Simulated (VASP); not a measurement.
# LiF (Pm-3m) in VASP: a series of runs

The runs below take LiF through single point, with PBE.

Everything below comes from runs of VASP 6.6.1. Logs are shortened: lines on timing, memory, paths and dates and some standing lists are left out, and cuts for length are marked.

## Step 1: The cell of the first run

It takes space group Pm-3m (No. 221, cubic). Conventional cell: a = 2.516 Å, b = 2.516 Å, c = 2.516 Å, α = 90.00°, β = 90.00°, γ = 90.00°. Li (site symmetry m-3m) has 8 F at 2.18 Å and 6 Li at 2.52 Å within 2.9 Å. Within 2.9 Å of F (site symmetry m-3m) lie 8 Li at 2.18 Å and 6 F at 2.52 Å.

## Step 2: Single point, PBE

The input, INCAR:

```
SYSTEM = LiF
PREC = Accurate ; ENCUT = 750
EDIFF = 1E-6 ; ISMEAR = 0
SIGMA = 0.01 ; LREAL = .FALSE.
LASPH = .TRUE. ; NELM = 120
ALGO = Normal ; ISIF = 2
LWAVE = .FALSE. ; LCHARG = .FALSE.
GGA = PE ; NBANDS = 12
GGA_COMPAT = .FALSE.
```

The input, KPOINTS:

```
regular mesh
0
G
  6 6 6
  0 0 0
```

The input, POSCAR:

```
LiF
1.0
    2.5162584504      0.0000000000      0.0000000000
    0.0000000000      2.5162584504      0.0000000000
    0.0000000000      0.0000000000      2.5162584504
Li F
1 1
Direct
    0.0000000000      0.0000000000      0.0000000000
    0.5000000000      0.5000000000      0.5000000000
```

Potentials or basis: VASP PAW PBE potentials, release 64 (Li_sv, F).

The run is started by

```bash
> cat potpaw_PBE.64/Li_sv/POTCAR potpaw_PBE.64/F/POTCAR > POTCAR
> mpirun -np 1 vasp_std > vasp.out
```

OUTCAR:

```text
SYSTEM = LiF
   PREC = Accurate
   ENCUT = 750
   EDIFF = 1E-6
   ISMEAR = 0
   LREAL = .FALSE.
   LASPH = .TRUE.
   NELM = 120
   ISIF = 2
   GGA = PE

 ion  position               nearest neighbor table
   1  0.000  0.000  0.000-   2 2.18   2 2.18   2 2.18   2 2.18   2 2.18   2 2.18   2 2.18   2 2.18

   2  0.500  0.500  0.500-   1 2.18   1 2.18   1 2.18   1 2.18   1 2.18   1 2.18   1 2.18   1 2.18

  LATTYP: Found a simple cubic cell.
 ALAT       =     2.5162584504

  Lattice vectors:

 A1 = (   2.5162584504,   0.0000000000,   0.0000000000)
 A2 = (   0.0000000000,   2.5162584504,   0.0000000000)
 A3 = (   0.0000000000,   0.0000000000,   2.5162584504)

Analysis of symmetry for initial positions (statically):
=====================================================================
 Subroutine PRICEL returns:
 Original cell was already a primitive cell.

 Routine SETGRP: Setting up the symmetry group for a
 simple cubic supercell.

 Subroutine GETGRP returns: Found 48 space group operations
 (whereof 48 operations were pure point group operations)
 out of a pool of 48 trial point group operations.

The static configuration has the point symmetry O_h .

Analysis of symmetry for dynamics (positions and initial velocities):
=====================================================================
 Subroutine PRICEL returns:
 Original cell was already a primitive cell.

 Routine SETGRP: Setting up the symmetry group for a
 simple cubic supercell.

 Subroutine GETGRP returns: Found 48 space group operations
 (whereof 48 operations were pure point group operations)
 out of a pool of 48 trial point group operations.

The dynamic configuration has the point symmetry O_h .

 Subroutine INISYM returns: Found 48 space group operations
 (whereof 48 operations are pure point group operations),
 and found     1 'primitive' translations

----------------------------------------------------------------------------------------

                                     Primitive cell

  volume of cell :      15.9318

  direct lattice vectors                    reciprocal lattice vectors
     2.516258450  0.000000000  0.000000000     0.397415456  0.000000000  0.000000000
     0.000000000  2.516258450  0.000000000     0.000000000  0.397415456  0.000000000
     0.000000000  0.000000000  2.516258450     0.000000000  0.000000000  0.397415456

  length of vectors
     2.516258450  2.516258450  2.516258450     0.397415456  0.397415456  0.397415456

  position of ions in fractional coordinates (direct lattice)
     0.000000000  0.000000000  0.000000000
     0.500000000  0.500000000  0.500000000

  ion indices of the primitive-cell ions
   primitive index   ion index
                 1           1
                 2           2

----------------------------------------------------------------------------------------

 KPOINTS: regular mesh

Automatic generation of k-mesh.
 Grid dimensions read from file:
 generate k-points for:    6    6    6

 Generating k-lattice:

  Cartesian coordinates                     Fractional coordinates (reciprocal lattice)
     0.066235909  0.000000000  0.000000000     0.166666667  0.000000000  0.000000000
     0.000000000  0.066235909  0.000000000     0.000000000  0.166666667  0.000000000
     0.000000000  0.000000000  0.066235909     0.000000000  0.000000000  0.166666667

  Length of vectors
     0.066235909  0.066235909  0.066235909

  Shift w.r.t. Gamma in fractional coordinates (k-lattice)
     0.000000000  0.000000000  0.000000000

 Subroutine IBZKPT returns following result:
 ===========================================

 Found     20 irreducible k-points:

 Following reciprocal coordinates:
            Coordinates               Weight
  0.000000  0.000000  0.000000      1.000000
  0.166667  0.000000  0.000000      6.000000
  0.333333  0.000000  0.000000      6.000000
  0.500000  0.000000  0.000000      3.000000
  0.166667  0.166667  0.000000     12.000000
  0.333333  0.166667  0.000000     24.000000
[... 12 lines left out ...]
  0.500000  0.500000  0.333333      6.000000
  0.500000  0.500000  0.500000      1.000000
   k-points           NKPTS =     20   k-points in BZ     NKDIM =     20   number of bands    NBANDS=     12
   number of dos      NEDOS =    301   number of ions     NIONS =      2
   total plane-waves  NPLWV =  13824
   dimension x,y,z NGX =    24 NGY =   24 NGZ =   24
   dimension x,y,z NGXF=    48 NGYF=   48 NGZF=   48
   ions per type =               1   1
   NGX,Y,Z   is equivalent  to a cutoff of  15.86, 15.86, 15.86 a.u.
   NGXF,Y,Z  is equivalent  to a cutoff of  31.71, 31.71, 31.71 a.u.
 SYSTEM =  LiF
   PREC   = accura    normal or accurate (medium, high low for compatibility)
   ISTART =      0    job   : 0-new  1-cont  2-samecut
   ICHARG =      2    charge: 1-file 2-atom 10-const
   ISPIN  =      1    spin polarized calculation?
   LNONCOLLINEAR =      F non collinear calculations
   LSORBIT =      F    spin-orbit coupling
[... 70 lines left out ...]
      8      19.5943      0.00000
      9      21.9395      0.00000
     10      21.9395      0.00000
     11      21.9395      0.00000
     12      39.7324      0.00000

 k-point     2 :       0.1667    0.0000    0.0000
  band No.  band energies     occupation
      1     -42.3377      2.00000
      2     -20.4533      2.00000
      3      -1.2197      2.00000
      4      -0.1826      2.00000
      5      -0.1826      2.00000
      6       8.9412      0.00000
      7      17.1356      0.00000
      8      20.2496      0.00000
      9      21.7945      0.00000
     10      21.7945      0.00000
     11      26.0843      0.00000
     12      36.0613      0.00000

 k-point     3 :       0.3333    0.0000    0.0000
  band No.  band energies     occupation
      1     -42.3094      2.00000
      2     -20.2010      2.00000
      3      -2.7811      2.00000
      4       0.0289      2.00000
      5       0.0289      2.00000
      6       9.6481      0.00000
      7      15.4283      0.00000
      8      21.4271      0.00000
      9      21.4271      0.00000
     10      22.2087      0.00000
     11      30.1701      0.00000
     12      32.6063      0.00000

 k-point     4 :       0.5000    0.0000    0.0000
  band No.  band energies     occupation
      1     -42.2953      2.00000
      2     -20.0674      2.00000
      3      -3.4687      2.00000
      4       0.1383      2.00000
      5       0.1383      2.00000
      6       9.8224      0.00000
      7      14.9921      0.00000
      8      21.2048      0.00000
      9      21.2048      0.00000
     10      25.0153      0.00000
     11      26.0509      0.00000
     12      34.0908      0.00000

 k-point     5 :       0.1667    0.1667    0.0000
  band No.  band energies     occupation
      1     -42.3242      2.00000
      2     -20.3293      2.00000
      3      -1.1739      2.00000
      4      -1.0573      2.00000
      5      -0.0872      2.00000
      6       9.6178      0.00000
      7      16.7569      0.00000
      8      18.1732      0.00000
      9      21.8351      0.00000
     10      24.3970      0.00000
     11      27.6323      0.00000
     12      32.3690      0.00000
[... 168 lines left out ...]
      1     -42.2394      2.00000
      2     -19.3951      2.00000
      3      -2.1523      2.00000
      4      -1.7484      2.00000
      5      -1.7484      2.00000
      6      12.6772      0.00000
      7      13.5376      0.00000
      8      13.5376      0.00000
      9      23.2447      0.00000
     10      25.7380      0.00000
     11      25.7380      0.00000
     12      28.0531      0.00000

 k-point    18 :       0.5000    0.3333    0.3333
  band No.  band energies     occupation
      1     -42.2283      2.00000
      2     -19.2559      2.00000
      3      -2.5116      2.00000
      4      -1.8497      2.00000
      5      -1.4938      2.00000
      6      12.7366      0.00000
      7      12.8519      0.00000
      8      12.9699      0.00000
      9      24.5429      0.00000
     10      24.8414      0.00000
     11      25.0669      0.00000
     12      27.7439      0.00000

 k-point    19 :       0.5000    0.5000    0.3333
  band No.  band energies     occupation
      1     -42.2176      2.00000
      2     -19.1209      2.00000
      3      -2.2716      2.00000
      4      -2.2716      2.00000
      5      -1.4207      2.00000
      6      12.2073      0.00000
      7      12.4249      0.00000
      8      12.4249      0.00000
      9      24.0249      0.00000
     10      25.8366      0.00000
     11      25.8366      0.00000
     12      26.3836      0.00000

 k-point    20 :       0.5000    0.5000    0.5000
  band No.  band energies     occupation
      1     -42.2072      2.00000
      2     -18.9939      2.00000
      3      -1.9762      2.00000
      4      -1.9762      2.00000
      5      -1.9762      2.00000
      6      11.6915      0.00000
      7      11.6915      0.00000
      8      11.6915      0.00000
      9      25.3192      0.00000
     10      25.3192      0.00000
     11      25.3192      0.00000
     12      26.7344      0.00000

------------------------ aborting loop because EDIFF is reached ----------------------------------------

  FORCE on cell =-STRESS in cart. coord.  units (eV):
  Direction    XX          YY          ZZ          XY          YZ          ZX
  --------------------------------------------------------------------------------------
  -------------------------------------------------------------------------------------
  Total        0.3290068      0.3290068      0.3290068     -0.0000000     -0.0000000     -0.0000000
  in kB       33.0864158     33.0864158     33.0864158     -0.0000000     -0.0000000     -0.0000000
  external PRESSURE =      33.0864158 kB  Pullay stress =       0.0000000 kB

 VOLUME and BASIS-vectors are now :
 -----------------------------------------------------------------------------
  energy-cutoff  :      750.00
  volume of cell :       15.93
      direct lattice vectors                 reciprocal lattice vectors
     2.516258450  0.000000000  0.000000000     0.397415456  0.000000000  0.000000000
     0.000000000  2.516258450  0.000000000     0.000000000  0.397415456  0.000000000
     0.000000000  0.000000000  2.516258450     0.000000000  0.000000000  0.397415456

 POSITION                                       TOTAL-FORCE (eV/Angst)
 -----------------------------------------------------------------------------------
      0.00000      0.00000      0.00000         0.000000      0.000000      0.000000
      1.25813      1.25813      1.25813         0.000000      0.000000      0.000000
 -----------------------------------------------------------------------------------
    total drift:                                0.000000     -0.000000     -0.000000

  FREE ENERGIE OF THE ION-ELECTRON SYSTEM (eV)
  ---------------------------------------------------
  free  energy   TOTEN  =        -9.0417250286 eV

  energy  without entropy=       -9.0417250286  energy(sigma->0) =       -9.04172503
```

It took 2.1 s on 1 thread of Intel Xeon 6975P-C (Granite Rapids), shared host; peak memory 0.13 GiB.

What came out:

* Free energy: -9.0417 eV
* Pressure: 3.3 GPa
* Band gap on the k mesh: 7.93 eV, indirect (least direct gap 8.65 eV)

A k mesh can miss the band edges. As with any semilocal functional, this PBE gap is likely too small.

## Step 3: Single point, PBE (volume changed by -5%)

The input, INCAR:

```
PREC = Accurate
ENCUT = 750
EDIFF = 1E-6
ISMEAR = 0
SIGMA = 0.01
LREAL = False
LASPH = True
NELM = 120
ALGO = Normal
ISIF = 2
LWAVE = False
LCHARG = False
GGA = PE
NBANDS = 12
GGA_COMPAT = False
```

The input, KPOINTS:

```
regular mesh
0
Gamma
  6 6 6
```

The input, POSCAR:

```
LiF
1.0
    2.4736017614      0.0000000000      0.0000000000
    0.0000000000      2.4736017614      0.0000000000
    0.0000000000      0.0000000000      2.4736017614
Li F
1 1
Direct
    0.0000000000      0.0000000000      0.0000000000
    0.5000000000      0.5000000000      0.5000000000
```

Potentials or basis: VASP PAW PBE potentials, release 64 (Li_sv, F).

The run is started by

```bash
> cat potpaw_PBE.64/Li_sv/POTCAR potpaw_PBE.64/F/POTCAR > POTCAR
> mpirun -np 1 vasp_std > vasp.out
```

Run time: 2.1 s. Hardware: 1 thread of Intel Xeon 6975P-C (Granite Rapids), shared host; peak memory 0.13 GiB.

Results (log left out):

```
Free energy            : -9.0116 eV
Pressure               : 8.0 GPa
Band gap on the k mesh : 8.39 eV, indirect (least direct gap 9.17 eV)
```

Levels at points of the mesh, in eV from the valence-band top:
```
           k point  band 1  band 2  band 3  band 4  band 5  band 6  band 7  band 8  band 9  band 10
(0.00, 0.00, 0.00)  -42.75  -21.25   -0.78   -0.78   -0.78    8.39   19.47   19.47   22.12    22.12
(0.50, 0.00, 0.00)  -42.68  -20.69   -4.16   -0.32   -0.32    9.66   15.15   21.25   21.25    25.03
(0.50, 0.50, 0.00)  -42.63  -20.03   -3.73   -3.73    0.00   14.01   14.47   14.47   20.52    25.22
(0.50, 0.50, 0.50)  -42.58  -19.49   -2.59   -2.59   -2.59   11.37   11.37   11.37   25.68    25.68
```

Caveat: the k points lie up to 0.42 Å⁻¹ apart.

## Step 4: Single point, PBE (volume changed by +5%)

The input, INCAR:

```
SYSTEM = LiF
PREC = Accurate ; ENCUT = 750
EDIFF = 1E-6 ; ISMEAR = 0
SIGMA = 0.01 ; LREAL = .False.
LASPH = .True. ; NELM = 120
ALGO = Normal ; ISIF = 2
LWAVE = .False. ; LCHARG = .False.
GGA = PE ; NBANDS = 12
GGA_COMPAT = .False.
```

The input, KPOINTS:

```
regular mesh
0
Gamma
  6 6 6
  0 0 0
```

The input, POSCAR:

```
LiF
1.0
    2.5575159218      0.0000000000      0.0000000000
    0.0000000000      2.5575159218      0.0000000000
    0.0000000000      0.0000000000      2.5575159218
Li F
1 1
Direct
    0.0000000000      0.0000000000      0.0000000000
    0.5000000000      0.5000000000      0.5000000000
```

The run is started by

```bash
> cat potpaw_PBE.64/Li_sv/POTCAR potpaw_PBE.64/F/POTCAR > POTCAR
> mpirun -np 1 vasp_std > vasp.out
```

Run time: 2.1 s. Hardware: 1 thread of Intel Xeon 6975P-C (Granite Rapids), shared host; peak memory 0.13 GiB.

Results (log left out):

```
Free energy            : -9.0513 eV
Pressure               : -0.3 GPa
Band gap on the k mesh : 7.52 eV, indirect (least direct gap 8.19 eV)
```

Levels at points of the mesh, in eV from the valence-band top:
```
           k point  band 1  band 2  band 3  band 4  band 5  band 6  band 7  band 8  band 9  band 10
(0.00, 0.00, 0.00)  -42.84  -20.80   -0.67   -0.67   -0.67    7.52   18.86   18.86   20.93    20.93
(0.50, 0.00, 0.00)  -42.79  -20.34   -3.68   -0.28   -0.28    9.13   14.01   20.31   20.31    24.15
(0.50, 0.50, 0.00)  -42.75  -19.81   -3.25   -3.25    0.00   13.36   13.67   13.67   19.41    23.90
(0.50, 0.50, 0.50)  -42.72  -19.38   -2.25   -2.25   -2.25   11.13   11.13   11.13   24.15    24.15
```

## Step 5: Single point, PBE (volume changed by -10%)

The input, INCAR:

```
SYSTEM = LiF
PREC     = Accurate       ! precision mode
ENCUT    = 750            ! plane-wave cutoff, eV
EDIFF    = 1E-6           ! SCF threshold, eV
ISMEAR   = 0              ! smearing method
SIGMA    = 0.01           ! smearing width, eV
LREAL    = .FALSE.        ! projectors in reciprocal space
LASPH    = .TRUE.         ! aspherical terms in the spheres
NELM     = 120            ! most SCF steps
ALGO     = Normal         ! electronic algorithm
ISIF     = 2              ! what is computed and relaxed
LWAVE    = .FALSE.        ! write WAVECAR
LCHARG   = .FALSE.        ! write CHGCAR
GGA      = PE             ! functional
NBANDS   = 12             ! bands
GGA_COMPAT= .FALSE.
```

The input, KPOINTS:

```
Automatic mesh
0
G
  6 6 6
  0 0 0
```

The input, POSCAR:

```
LiF
1.0
    2.4294208227      0.0000000000      0.0000000000
    0.0000000000      2.4294208227      0.0000000000
    0.0000000000      0.0000000000      2.4294208227
Li F
1 1
Direct
    0.0000000000      0.0000000000      0.0000000000
    0.5000000000      0.5000000000      0.5000000000
```

The run is started by

```bash
> cat potpaw_PBE.64/Li_sv/POTCAR potpaw_PBE.64/F/POTCAR > POTCAR
> mpirun -np 1 vasp_std > vasp.out
```

Run time: 2.1 s. Hardware: 1 thread of Intel Xeon 6975P-C (Granite Rapids), shared host; peak memory 0.13 GiB.

It converged, with:

| Item | Value |
| --- | --- |
| Free energy | -8.9544 eV |
| Pressure | 14.1 GPa |
| Band gap on the k mesh | 8.92 eV, indirect (least direct gap 9.76 eV) |

Levels at points of the mesh, in eV from the valence-band top:
```csv
k point,band 1,band 2,band 3,band 4,band 5,band 6,band 7,band 8,band 9,band 10
"(0.00, 0.00, 0.00)",-42.74,-21.52,-0.85,-0.85,-0.85,8.92,19.79,19.79,22.79,22.79
"(0.50, 0.00, 0.00)",-42.65,-20.91,-4.44,-0.35,-0.35,9.97,15.81,21.77,21.77,25.51
"(0.50, 0.50, 0.00)",-42.58,-20.16,-4.03,-4.03,0.00,14.37,14.92,14.92,21.14,25.95
"(0.50, 0.50, 0.50)",-42.53,-19.54,-2.80,-2.80,-2.80,11.49,11.49,11.49,26.56,26.56
```

Caveat: the k points lie up to 0.43 Å⁻¹ apart. A k mesh can miss the band edges.

## Step 6: Single point, PBE (volume changed by +10%)

The input, INCAR:

```
PREC = Accurate
ENCUT = 750
EDIFF = 1E-6
ISMEAR = 0
SIGMA = 0.01
LREAL = False
LASPH = True
NELM = 120
ALGO = Normal
ISIF = 2
LWAVE = False
LCHARG = False
GGA = PE
NBANDS = 12
GGA_COMPAT = False
```

The input, KPOINTS:

```
regular mesh
0
Gamma
  6 6 6
```

The input, POSCAR:

```
LiF
1.0
    2.5974835637      0.0000000000      0.0000000000
    0.0000000000      2.5974835637      0.0000000000
    0.0000000000      0.0000000000      2.5974835637
Li F
1 1
Direct
    0.0000000000      0.0000000000      0.0000000000
    0.5000000000      0.5000000000      0.5000000000
```

Potentials or basis: VASP PAW PBE potentials, release 64 (Li_sv, F).

The run is started by

```bash
> cat potpaw_PBE.64/Li_sv/POTCAR potpaw_PBE.64/F/POTCAR > POTCAR
> mpirun -np 1 vasp_std > vasp.out
```

Run time: 2.1 s. Hardware: 1 thread of Intel Xeon 6975P-C (Granite Rapids), shared host; peak memory 0.13 GiB.

It converged, with:

- Free energy: -9.0444 eV
- Pressure: -3.2 GPa
- Band gap on the k mesh: 7.15 eV, indirect (least direct gap 7.78 eV)

Levels at points of the mesh, in eV from the valence-band top:
| k point | band 3 | band 4 | band 5 | band 6 | band 7 | band 8 |
| --- | --- | --- | --- | --- | --- | --- |
| (0.00, 0.00, 0.00) | -0.62 | -0.62 | -0.62 | 7.15 | 18.57 | 18.57 |
| (0.50, 0.00, 0.00) | -3.47 | -0.26 | -0.26 | 8.90 | 13.51 | 19.87 |
| (0.50, 0.50, 0.00) | -3.04 | -3.04 | 0.00 | 13.05 | 13.31 | 13.31 |
| (0.50, 0.50, 0.50) | -2.11 | -2.11 | -2.11 | 11.01 | 11.01 | 11.01 |

## Step 7: Summary

```tsv
cell	gap on the mesh (eV)	pressure (GPa)
a = 2.516 Å, 2 atoms	7.93	3.3
a = 2.474 Å, 2 atoms	8.39	8.0
a = 2.558 Å, 2 atoms	7.52	-0.3
a = 2.429 Å, 2 atoms	8.92	14.1
a = 2.597 Å, 2 atoms	7.15	-3.2
```

Alike in all rows: task single point; level PBE; potentials or basis VASP PAW PBE potentials, release 64 (Li_sv, F); no spin polarisation; k mesh 6 × 6 × 6; cutoff (eV) 750; smearing gaussian 0.01 eV.

Caveats: some runs use coarse meshes.

Total energies depend on the potentials used, so only differences within one code and one set of settings carry meaning.
